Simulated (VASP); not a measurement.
Wanted: the native input for a VASP 6.6.1 run.

```
Task                               : single point
Functional                         : HSE06
Potentials or basis                : VASP PAW PBE potentials, release 64 (Si)
Cutoff                             : 520 eV
k mesh                             : 4 × 4 × 5
Occupations                        : fermi-dirac, width 0.05 eV
Spin                               : no spin polarisation
Dipole correction                  : no
Grid for exact exchange (PRECFOCK) : Normal
Further INCAR settings             : ALGO = Normal; EDIFF = 1e-06; NBANDS = 11
Share of exact exchange            : 0.25
Screening parameter                : 0.2079 1/Å
```

Crystal: Si.

```
Si
1.0
     4.17518    0.00000    0.00000
    -2.08758    3.61581    0.00000
     0.00000    0.00000    2.68973
Si
2
Direct
  0.33333 0.66667 0.50000
  0.66667 0.33333 0.50000
```

This isn't the form of Si at room conditions, which is diamond.

The input as run:

POSCAR

```
Si
1.0
    4.1751792452      0.0000000000      0.0000000000
   -2.0875845568      3.6158139383      0.0000000000
    0.0000000000      0.0000000000      2.6897254537
Si
2
Direct
    0.3333300000      0.6666700000      0.5000000000
    0.6666700000      0.3333300000      0.5000000000
```

INCAR.step1

```
PREC = Accurate ; ENCUT = 520
EDIFF = 1E-5 ; ISMEAR = -1
SIGMA = 0.05 ; LREAL = False
LASPH = True ; NELM = 100
ALGO = Normal ; ISIF = 2
LWAVE = True ; LCHARG = False
GGA = PE ; NBANDS = 11
```

INCAR.step2

```
PREC = Accurate ; ENCUT = 520
EDIFF = 1E-6 ; ISMEAR = -1
SIGMA = 0.05 ; LREAL = False
LASPH = True ; NELM = 100
ALGO = Normal ; ISIF = 2
LWAVE = False ; LCHARG = False
GGA = PE ; LHFCALC = True
HFSCREEN = 0.2079 ; PRECFOCK = Normal
ISTART = 1 ; NBANDS = 11
```

KPOINTS

```
regular mesh
0
Gamma
  4 4 5
```

Potentials or basis: VASP PAW PBE potentials, release 64 (Si).

Run with:

```console
$ cat potpaw_PBE.64/Si/POTCAR > POTCAR
$ cp INCAR.step1 INCAR
$ mpirun -np 1 vasp_std > vasp.out
$ cp INCAR.step2 INCAR
$ mpirun -np 1 vasp_std > vasp.out
```

It gave:

The pressure is -5.6 GPa. The band gap on the k mesh is zero (bands 4 and 5 overlap by 3.61 eV).

Caveat: the k points lie up to 0.47 Å⁻¹ apart, too coarse for converged energies and pressures of a metal; the PAW data sets were made with another functional, which shifts forces and pressure a little.

Wall time 5 min on 1 thread of Intel(R) Xeon(R) Platinum 8259CL CPU @ 2.50GHz (Skylake/Cascade Lake), on a shared host, peak memory 0.25 GiB.
